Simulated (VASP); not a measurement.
# Al5BP6 in VASP: further runs

Al5BP6 is run at these levels: PBE; tasks: single point.

Everything below comes from runs of VASP 6.6.1. Logs are shortened: lines on timing, memory, paths and dates and some standing lists are left out, and cuts for length are marked.

## Step 1: The cell of the first run

Symmetry: P31m, No. 157, trigonal system. The conventional cell has a = 6.536 Å, b = 6.536 Å, c = 6.202 Å, α = 90.00°, β = 90.00°, γ = 120.00°. Al (site symmetry m) has 4 P at 2.34 to 2.40 Å within 3.1 Å. Within 3.1 Å of Al (site symmetry 3) lie 4 P at 2.38 to 2.43 Å. B (site symmetry 3m) has 4 P at 2.03 Å within 2.7 Å. P (site symmetry m) has 1 B at 2.03 Å and 3 Al at 2.40 to 2.43 Å within 2.7 Å. Within 2.7 Å of P (site symmetry 3m) lie 1 B at 2.03 Å and 3 Al at 2.35 Å. Within 3.1 Å of P (site symmetry 3) lie 4 Al at 2.34 to 2.38 Å.

## Step 2: Single point, PBE

INCAR

```
ALGO     = Normal         # electronic algorithm
EDIFF    = 1E-6           # SCF threshold, eV
ENCUT    = 520            # plane-wave cutoff, eV
GGA      = PE             # functional
ISIF     = 2              # what is computed and relaxed
ISMEAR   = 0              # smearing method
LASPH    = T              # aspherical terms in the spheres
LCHARG   = F              # write CHGCAR
LREAL    = F              # projectors in reciprocal space
LWAVE    = F              # write WAVECAR
NBANDS   = 36             # bands
NELM     = 60             # most SCF steps
PREC     = Accurate       # precision mode
SIGMA    = 0.1            # smearing width, eV
```

KPOINTS

```
k-points
0
Gamma
  2 3 3
```

POSCAR

```
Al5BP6
1.0
    0.0000000000      0.0000000000      6.2022659000
    6.5358541081     -0.0000000289      0.0000000000
   -3.2679270290      5.6602157074      0.0000000000
Al B P
5 1 6
Direct
    0.0003260000      0.6809010000      1.0000000000
    0.0003260000      0.3190990000      0.3190990000
    0.0003260000      0.0000000000      0.6809010000
    0.5004820000      0.6666666667      0.3333333333
    0.5004820000      0.3333333333      0.6666666667
    0.4982490000      0.0000000000      0.0000000000
    0.3858850000      0.7083600000      0.0000000000
    0.3858850000      0.2916400000      0.2916400000
    0.3858850000      0.0000000000      0.7083600000
    0.8251440000      0.0000000000      0.0000000000
    0.8835040000      0.6666666667      0.3333333333
    0.8835040000      0.3333333333      0.6666666667
```

Potentials or basis: VASP PAW PBE potentials, release 64 (Al, B, P).

The run is started by

```sh
> cat potpaw_PBE.64/Al/POTCAR potpaw_PBE.64/B/POTCAR potpaw_PBE.64/P/POTCAR > POTCAR
> mpirun -np 1 vasp_std > vasp.out
```

OUTCAR:

```text
EDIFF = 1E-6
   ENCUT = 520
   GGA = PE
   ISIF = 2
   ISMEAR = 0
   LASPH = T
   LREAL = F
   NELM = 60
   PREC = Accurate

 ion  position               nearest neighbor table
   1  0.000  0.681  0.000-  11 2.34  12 2.34  10 2.35   7 2.40
   2  0.000  0.319  0.319-  12 2.34  11 2.34  10 2.35   8 2.40
   3  0.000  0.000  0.681-  12 2.34  11 2.34  10 2.35   9 2.40
   4  0.500  0.667  0.333-  11 2.38   7 2.43   9 2.43   8 2.43
   5  0.500  0.333  0.667-  12 2.38   9 2.43   7 2.43   8 2.43
   6  0.498  0.000  0.000-  10 2.03   9 2.03   8 2.03   7 2.03
   7  0.386  0.708  0.000-   6 2.03   1 2.40   4 2.43   5 2.43
   8  0.386  0.292  0.292-   6 2.03   2 2.40   5 2.43   4 2.43
   9  0.386  0.000  0.708-   6 2.03   3 2.40   5 2.43   4 2.43
  10  0.825  0.000  0.000-   6 2.03   3 2.35   2 2.35   1 2.35
  11  0.884  0.667  0.333-   1 2.34   3 2.34   2 2.34   4 2.38
  12  0.884  0.333  0.667-   3 2.34   1 2.34   2 2.34   5 2.38

  LATTYP: Found a hexagonal cell.
 ALAT       =     6.5358541081
 C/A-ratio  =     0.9489602732

  Lattice vectors:

 A1 = (   6.5358541081,  -0.0000000289,   0.0000000000)
 A2 = (  -3.2679270290,   5.6602157074,   0.0000000000)
 A3 = (   0.0000000000,   0.0000000000,   6.2022659000)

Analysis of symmetry for initial positions (statically):
=====================================================================
 Subroutine PRICEL returns:
 Original cell was already a primitive cell.

 Routine SETGRP: Setting up the symmetry group for a
 hexagonal supercell.

 Subroutine GETGRP returns: Found  6 space group operations
 (whereof  6 operations were pure point group operations)
 out of a pool of 24 trial point group operations.

The static configuration has the point symmetry C_3v.

Analysis of symmetry for dynamics (positions and initial velocities):
=====================================================================
 Subroutine PRICEL returns:
 Original cell was already a primitive cell.

 Routine SETGRP: Setting up the symmetry group for a
 hexagonal supercell.

 Subroutine GETGRP returns: Found  6 space group operations
 (whereof  6 operations were pure point group operations)
 out of a pool of 24 trial point group operations.

The dynamic configuration has the point symmetry C_3v.

 Subroutine INISYM returns: Found  6 space group operations
 (whereof  6 operations are pure point group operations),
[... 106 lines left out ...]
   TEBEG  =    0.0;   TEEND  =   0.0 temperature during run
   PSTRESS=    0.0 pullay stress
   NELECT =      48.0000    total number of electrons
   NUPDOWN=      -1.0000    fix difference up-down
   EMIN   =  10.00;   EMAX   =-10.00  energy-range for DOS
   EFERMI =   0.00;   METHOD = LEGACY
   ISMEAR =     0;   SIGMA  =   0.10  broadening in eV -4-tet -1-fermi 0-gaus
   EFERMI_NEDOS =   21; number of points for ismear=-14 and -15
   IALGO  =     38    algorithm
   IMIX   =      4    mixing-type and parameters
     AMIX     =   0.40;   BMIX     =  1.00
     AMIX_MAG =   1.60;   BMIX_MAG =  1.00
  volume/ion in A,a.u.               =      19.12       129.03
  Fermi-wavevector in a.u.,A,eV,Ry     =   0.971837  1.836505 12.850250  0.944467
  Thomas-Fermi vector in A             =   2.102086
   LORBIT       =      0    0 simple, 1 ext, 2 COOP (PROOUT), +10 PAW based schemes
   GGA     = PE    functional components
   LHFCALC =     F    Hartree Fock is set to
   AEXX    =    0.0000 exact exchange contribution
   IVDW    =     0    specifies the selected vdW correction
   LEPSILON=     F    determine dielectric tensor
   LRPA    =     F    only Hartree local field effects (RPA)
 non-spin polarized calculation
 Gauss-broadening in eV      SIGMA  =   0.10
  energy-cutoff  :      520.00
  volume of cell :      229.45
 maximum number of plane-waves:      6186
 NGX is ok and might be reduce to    48
   NGX = 23   NGY = 25   NGZ = 25

 number of electron      48.0000002 magnetization

 Free energy of the ion-electron system (eV)
  ---------------------------------------------------
  ext. energy  EPLUGINS =         0.00000000
  ---------------------------------------------------
  free energy    TOTEN  =       -63.80630642 eV

  energy without entropy =      -63.80630642  energy(sigma->0) =      -63.80630642

 E-fermi :   5.5261     XC(G=0):  -9.3695

 val. band max:        5.0398786752   @ k =   0.0000   0.0000   0.0000
 cond. band min:       6.7349489650   @ k =   0.5000   0.3333   0.3333
 fundamental gap:      1.6950702898
 Fermi energy:         5.5260721238

 k-point     1 :       0.0000    0.0000    0.0000
  band No.  band energies     occupation
      1      -7.3322      2.00000
      2      -5.4092      2.00000
      3      -4.8296      2.00000
      4      -4.7466      2.00000
      5      -4.7466      2.00000
      6      -4.5371      2.00000
[... 223 lines left out ...]
     35       9.0675      0.00000
     36       9.4591      0.00000

------------------------ aborting loop because EDIFF is reached ----------------------------------------

  FORCE on cell =-STRESS in cart. coord.  units (eV):
  Direction    XX          YY          ZZ          XY          YZ          ZX
  --------------------------------------------------------------------------------------
  -------------------------------------------------------------------------------------
  Total       -0.2126177     -0.2126177     -0.0920787     -0.0000000      0.0000000      0.0000000
  in kB       -1.4846509     -1.4846509     -0.6429602     -0.0000000      0.0000000      0.0000000
  external PRESSURE =      -1.2040873 kB  Pullay stress =       0.0000000 kB

 VOLUME and BASIS-vectors are now :
 -----------------------------------------------------------------------------
  energy-cutoff  :      520.00
  volume of cell :      229.45
      direct lattice vectors                 reciprocal lattice vectors
     0.000000000  0.000000000  6.202265900     0.000000000  0.000000000  0.161231398
     6.535854108 -0.000000029  0.000000000     0.153002192  0.088335856  0.000000000
    -3.267927029  5.660215707  0.000000000     0.000000001  0.176671713  0.000000000

 POSITION                                       TOTAL-FORCE (eV/Angst)
 -----------------------------------------------------------------------------------
      4.45027     -0.00000      0.00202        -0.014425      0.000000     -0.003776
      1.04279      1.80617      0.00202         0.007212      0.012492     -0.003776
     -2.22513      3.85405      0.00202         0.007212     -0.012492     -0.003776
      3.26793      1.88674      3.10412         0.000000      0.000000     -0.000897
      0.00000      3.77348      3.10412        -0.000000      0.000000     -0.000897
      0.00000      0.00000      3.09027         0.000000      0.000000     -0.019376
      4.62974     -0.00000      2.39336        -0.044389      0.000000      0.001764
      0.95306      1.65075      2.39336         0.022194      0.038442      0.001764
     -2.31487      4.00947      2.39336         0.022194     -0.038442      0.001764
      0.00000      0.00000      5.11776        -0.000000      0.000000      0.005469
      3.26793      1.88674      5.47973         0.000000      0.000000      0.010868
      0.00000      3.77348      5.47973         0.000000      0.000000      0.010868
 -----------------------------------------------------------------------------------
    total drift:                                0.000000      0.000001     -0.000288

  FREE ENERGIE OF THE ION-ELECTRON SYSTEM (eV)
  ---------------------------------------------------
  free  energy   TOTEN  =       -63.8063064212 eV

  energy  without entropy=      -63.8063064212  energy(sigma->0) =      -63.80630642
```

OSZICAR:

```text
N       E                     dE             d eps       ncg     rms          rms(c)
DAV:   1     0.136356434011E+03    0.13636E+03   -0.18328E+04   432   0.110E+03
DAV:   2    -0.533424830503E+02   -0.18970E+03   -0.17787E+03   560   0.166E+02
DAV:   3    -0.656516851546E+02   -0.12309E+02   -0.12185E+02   560   0.426E+01
DAV:   4    -0.658709104216E+02   -0.21923E+00   -0.21859E+00   560   0.686E+00
DAV:   5    -0.658771713605E+02   -0.62609E-02   -0.62561E-02   576   0.113E+00    0.115E+01
DAV:   6    -0.640704201946E+02    0.18068E+01   -0.28401E+00   496   0.602E+00    0.722E+00
DAV:   7    -0.638076289860E+02    0.26279E+00   -0.14590E+00   532   0.417E+00    0.309E+00
DAV:   8    -0.638031391971E+02    0.44898E-02   -0.10709E-01   528   0.149E+00    0.744E-01
DAV:   9    -0.638053856965E+02   -0.22465E-02   -0.20351E-02   520   0.638E-01    0.316E-01
DAV:  10    -0.638062725074E+02   -0.88681E-03   -0.55736E-03   488   0.265E-01    0.150E-01
DAV:  11    -0.638061930912E+02    0.79416E-04   -0.75772E-04   532   0.102E-01    0.660E-02
DAV:  12    -0.638062870091E+02   -0.93918E-04   -0.10763E-04   484   0.419E-02    0.228E-02
DAV:  13    -0.638063048518E+02   -0.17843E-04   -0.26141E-05   520   0.227E-02    0.123E-02
DAV:  14    -0.638063061840E+02   -0.13322E-05   -0.38326E-06   544   0.705E-03    0.310E-03
DAV:  15    -0.638063064212E+02   -0.23717E-06   -0.54300E-07   320   0.341E-03
   1 F= -.63806306E+02 E0= -.63806306E+02  d E =-.339742E-12
```

stdout:

```text
POSCAR found type information on POSCAR AlB P
 POSCAR found :  3 types and      12 ions
 scaLAPACK will be used
 LDA part: xc-table for (Slater+PW92), standard interpolation
 POSCAR, INCAR and KPOINTS ok, starting setup
 FFT: planning ... GRIDC
 FFT: planning ... GRID_SOFT
 FFT: planning ... GRID
 WAVECAR not read
 entering main loop
```

Wall time 59 s (1 thread of Intel Xeon 6975P-C, shared host); peak memory 0.34 GiB.

Results:

```yaml
Free_energy: -63.8063 eV
Pressure: -0.1 GPa
Largest_force: 0.044 eV/Å
Band_gap_on_the_k_mesh: 1.70 eV, indirect (least direct gap 1.99 eV)
```

Forces on the atoms (eV/Å):
```
Al  -0.014  0.000 -0.004
Al   0.007  0.012 -0.004
Al   0.007 -0.012 -0.004
Al   0.000  0.000 -0.001
Al   0.000  0.000 -0.001
B    0.000  0.000 -0.019
P   -0.044  0.000  0.002
P    0.022  0.038  0.002
P    0.022 -0.038  0.002
P    0.000  0.000  0.005
P    0.000  0.000  0.011
P    0.000  0.000  0.011
```

Stress tensor (GPa, compression positive):
```
-0.15  0.00  0.00
 0.00 -0.15  0.00
 0.00  0.00 -0.06
```

Levels at points of the mesh, in eV from the valence-band top:
```tsv
k point	band 21	band 22	band 23	band 24	band 25	band 26	band 27	band 28
(0.00, 0.00, 0.00)	-1.12	-0.23	0.00	0.00	1.99	1.99	2.02	3.25
(0.50, 0.00, 0.00)	-0.79	-0.79	-0.44	-0.44	2.06	2.83	3.01	3.01
```

Caveat: the k points lie up to 0.51 Å⁻¹ apart. A k mesh can miss the band edges.

## Step 3: Single point, PBE

INCAR

```
PREC = Accurate
ENCUT = 520
EDIFF = 1E-7
ISMEAR = 0
SIGMA = 0.1
LREAL = F
LASPH = T
NELM = 80
ALGO = Normal
ISIF = 2
LWAVE = F
LCHARG = F
GGA = PE
NBANDS = 36
```

KPOINTS

```
regular mesh
0
Gamma
  3 3 4
```

POSCAR

```
Al5BP6
1.0
    6.5358541000      0.0000000000      0.0000000000
   -3.2679270000      5.6602157000      0.0000000000
    0.0000000000      0.0000000000      6.2022659000
Al B P
5 1 6
Direct
    0.6809010000      0.0000000000      0.0003260000
    0.3190990000      0.3190990000      0.0003260000
    0.0000000000      0.6809010000      0.0003260000
    0.6666667000      0.3333333000      0.5004820000
    0.3333333000      0.6666667000      0.5004820000
    0.0000000000      0.0000000000      0.4982490000
    0.7083600000      0.0000000000      0.3858850000
    0.2916400000      0.2916400000      0.3858850000
    0.0000000000      0.7083600000      0.3858850000
    0.0000000000      0.0000000000      0.8251440000
    0.6666667000      0.3333333000      0.8835040000
    0.3333333000      0.6666667000      0.8835040000
```

Potentials or basis: VASP PAW PBE potentials, release 64 (Al, B, P).

The run is started by

```sh
> cat potpaw_PBE.64/Al/POTCAR potpaw_PBE.64/B/POTCAR potpaw_PBE.64/P/POTCAR > POTCAR
> mpirun -np 1 vasp_std > vasp.out
```

It took 2.3 min on 1 thread of Intel Xeon 6975P-C, shared host; peak memory 0.36 GiB.

It converged, with:

| Quantity | Value |
| --- | --- |
| Free energy | -63.8023 eV |
| Pressure | -0.1 GPa |
| Largest force | 0.006 eV/Å |
| Band gap on the k mesh | 1.43 eV, indirect (least direct gap 1.99 eV) |

Forces in eV/Å, atoms in the order of the input:
```
Al  -0.002  0.000 -0.004
Al   0.001  0.002 -0.004
Al   0.001 -0.002 -0.004
Al   0.000  0.000  0.003
Al   0.000  0.000  0.003
B    0.000  0.000  0.000
P    0.006  0.000 -0.002
P   -0.003 -0.005 -0.002
P   -0.003  0.005 -0.002
P    0.000  0.000  0.001
P    0.000  0.000  0.005
P    0.000  0.000  0.005
```

Levels at points of the mesh, in eV from the valence-band top:
| k point | band 20 | band 21 | band 22 | band 23 | band 24 | band 25 | band 26 | band 27 | band 28 | band 29 |
| --- | --- | --- | --- | --- | --- | --- | --- | --- | --- | --- |
| (0.00, 0.00, 0.00) | -1.12 | -1.12 | -0.23 | 0.00 | 0.00 | 1.99 | 1.99 | 2.02 | 3.25 | 3.57 |
| (0.00, 0.00, 0.50) | -1.10 | -0.79 | -0.79 | -0.44 | -0.44 | 2.07 | 2.83 | 3.01 | 3.01 | 3.31 |

## Step 4: Single point, PBE

INCAR

```
PREC = Accurate
ENCUT = 520
EDIFF = 1E-6
ISMEAR = 0
SIGMA = 0.1
LREAL = False
LASPH = True
NELM = 100
ALGO = Normal
ISIF = 2
LWAVE = False
LCHARG = False
GGA = PE
NBANDS = 36
```

KPOINTS

```
Automatic mesh
0
Gamma
  2 3 3
```

POSCAR

```
Al5BP6
1.0
   -0.0002547888      0.0007519484      6.2035676528
    6.5354412221     -0.0004772428     -0.0002749794
   -3.2681349900      5.6600490416      0.0008350895
Al B P
5 1 6
Direct
    0.0002136825      0.6806414377      0.9999589045
    0.0002156317      0.3192217418      0.3192889779
    0.0002257651     -0.0000980566      0.6806308899
    0.5007369751      0.6667408178      0.3333340765
    0.5007076400      0.3334013458      0.6666710100
    0.4978394840      0.0000653877      0.0000226129
    0.3858911445      0.7079089917      0.0000767744
    0.3859139643      0.2922739442      0.2922455426
    0.3858991443      0.0000922369      0.7078827527
    0.8251305667     -0.0000682190     -0.0000566576
    0.8836152433      0.6665649764      0.3332894393
    0.8836087586      0.3332553957      0.6666556771
```

The run is started by

```sh
> cat potpaw_PBE.64/Al/POTCAR potpaw_PBE.64/B/POTCAR potpaw_PBE.64/P/POTCAR > POTCAR
> mpirun -np 1 vasp_std > vasp.out
```

Run time: 2.1 min. Hardware: 1 thread of Intel Xeon 6975P-C, shared host; peak memory 0.36 GiB.

It converged, with:

```yaml
Free_energy: -63.8066 eV
Pressure: -0.1 GPa
Largest_force: 0.008 eV/Å
Band_gap_on_the_k_mesh: 1.70 eV, indirect (least direct gap 1.99 eV)
```

Forces on the atoms (eV/Å):
```
Al   0.001  0.001  0.007
Al   0.000 -0.002  0.007
Al   0.001  0.001  0.008
Al  -0.001  0.002 -0.002
Al  -0.001  0.001 -0.001
B   -0.001  0.000 -0.004
P   -0.001 -0.002 -0.004
P    0.000  0.000 -0.004
P    0.000 -0.002 -0.004
P    0.000  0.002 -0.003
P    0.001 -0.001  0.000
P    0.000 -0.001 -0.001
```

Levels at points of the mesh, in eV from the valence-band top:
| k point | band 21 | band 22 | band 23 | band 24 | band 25 | band 26 | band 27 | band 28 |
| --- | --- | --- | --- | --- | --- | --- | --- | --- |
| (0.00, 0.00, 0.00) | -1.12 | -0.23 | 0.00 | 0.00 | 1.99 | 1.99 | 2.03 | 3.25 |
| (0.50, 0.00, 0.00) | -0.79 | -0.79 | -0.44 | -0.44 | 2.07 | 2.84 | 3.01 | 3.01 |

Caveat: the k points lie up to 0.51 Å⁻¹ apart. A k mesh can miss the band edges.

[end of part 1 of 2]
